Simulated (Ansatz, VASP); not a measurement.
**Two plane-wave programs on InP**

```
CELL_PARAMETERS angstrom
0.00000 2.93050 2.93050
2.93050 0.00000 2.93050
2.93050 2.93050 0.00000
ATOMIC_POSITIONS crystal
In 0.00000 0.00000 0.00000
P 0.75000 0.75000 0.75000
```

Alike in both runs: task relaxation of cell and atoms; functional PBEsol-based global hybrid; k mesh 4 × 4 × 4; occupations fermi-dirac, width 0.05 eV; no spin polarisation.

|  | VASP | Ansatz |
| --- | --- | --- |
| version | VASP 6.6.1 | Ansatz 0.2.0 |
| potentials or method | VASP PAW PBE potentials, release 64 (In_d, P) | Ansatz PAW |
| plane-wave cutoff (eV) | 600 | 420 |
| valence electrons in the cell | 18 | 18 |

|  | VASP | Ansatz | Ansatz less VASP |
| --- | --- | --- | --- |
| gap on the k mesh at the Fermi level, each at its own relaxed structure (eV) | 2.19 | 2.13 | -0.058 |
| relaxed volume (Å³/atom) | 25.00 | 25.03 | +0.029 |
| relaxed cell length with the largest relative difference (Å) | 4.135 | 4.137 | +0.0016 |

VASP's potentials were made for PBE, not for PBEsol-based global hybrid.

The k mesh is coarse, so the values compare programs but aren't converged. Noted on Ansatz's run: the plane-wave basis is chosen anew once the cell has moved, so the energies of steps on either side of that aren't comparable.
